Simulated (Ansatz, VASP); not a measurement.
**HgTe: VASP beside Ansatz**

File INCAR:

```
PREC = Accurate
ENCUT = 520
EDIFF = 1E-8
ISMEAR = -1
SIGMA = 0.08
LREAL = False
LASPH = True
NELM = 100
ALGO = Normal
ISIF = 2
LWAVE = False
LCHARG = False
GGA = PE
LEFG = True
NBANDS = 16
```

Contents of KPOINTS:

```
Automatic mesh
0
Gamma
  12 12 12
```

Contents of POSCAR:

```
HgTe
1.0
    0.0000000000      2.9215000000      2.9215000000
    2.9215000000      0.0000000000      2.9215000000
    2.9215000000      2.9215000000      0.0000000000
Hg Te
1 1
Direct
    0.0000000000      0.0000000000      0.0000000000
    0.5205373952      0.5205373952      0.4794626048
```

Input for Ansatz:

```yaml
crystal:
  lattice:
    - [0.0, 2.9215, 2.9215]
    - [2.9215, 0.0, 2.9215]
    - [2.9215, 2.9215, 0.0]
  atoms:
    - { symbol: Hg, position: [0.0, 0.0, 0.0] }
    - { symbol: Te, position: [0.5205373952, 0.5205373952, 0.4794626048] }
kpoints:
  mp_grid: { grid: [12, 12, 12] }
scf:
  occupations: { method: fermi_dirac, width: 0.08 }
hamiltonian:
  xc: pbe
  pseudopotentials: { kind: paw }
output:
  forces: true
  stress: true
  eigenvalues: true
  efg: { contact_densities: true }
```

Alike in both runs: task electric field gradients; functional PBE; k mesh 12 × 12 × 12; occupations fermi-dirac, width 0.08 eV; no spin polarisation.

|  | VASP | Ansatz |
| --- | --- | --- |
| version | VASP 6.6.1 | Ansatz 0.2.0 |
| potentials or method | VASP PAW PBE potentials, release 64 (Hg, Te) | PAW with Ansatz's default frozen-core files, scalar-relativistic |
| plane-wave cutoff (eV) | 520 | 420 |
| valence electrons in the cell | 18 | 36 |

```csv
,VASP,Ansatz,Ansatz less VASP
pressure (GPa),11.1,10.9,-0.25
"traceless stress, the component that is largest in VASP (GPa)",1.04,1.02,-0.021
rms of the force components (eV/Å),0.299,0.295,-0.0040
size of Vzz on the site where it differs most (V/Å²),20.4,15.1,-5.32
```

Atom by atom the forces differ by 0.004 eV/Å (rms over components). VASP's potentials hold 18 valence electrons a cell and Ansatz's 36, so a difference there can come from the potentials and not from the codes.

Neither program's run includes spin-orbit coupling.
